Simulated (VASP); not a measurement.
Here is a VASP 6.6.1 calculation.

Contents of INCAR:

```
PREC = Accurate
ENCUT = 520
EDIFF = 1E-6
ISMEAR = -1
SIGMA = 0.1
LREAL = F
LASPH = T
NELM = 80
ALGO = Normal
ISIF = 2
LWAVE = F
LCHARG = T
GGA = B5
ALDAX = 1.0
AGGAX = 1.0
AGGAC = 1.0
ALDAC = 0.0
LELF = T
LVHAR = T
NBANDS = 12
```

Contents of KPOINTS:

```
Automatic mesh
0
Gamma
  9 9 9
```

The input POSCAR:

```
Sb
1.0
    0.0000000000      3.7180515596      3.7180515596
    3.7180515596      0.0000000000      3.7180515596
    3.7180515596      3.7180515596      0.0000000000
Sb
2
Direct
    0.1250000000      0.1250000000      0.1250000000
    0.8750000000      0.8750000000      0.8750000000
```

Potentials or basis: VASP PAW PBE potentials, release 64 (Sb).

Launch:

```bash
$ cat potpaw_PBE.64/Sb/POTCAR > POTCAR
$ mpirun -np 1 vasp_std > vasp.out
```

Question: What does it give for the pressure?

Answer: -2.4 GPa.

Question: Predict the band gap on the k mesh.

Answer: Zero (band 5 reaches 2.87 eV, above the bottom of band 6 at 2.45 eV).

Caveat: the PAW data sets were made with another functional, which shifts forces and pressure a little; spin-orbit coupling is left out, which moves the levels of the heavy elements.
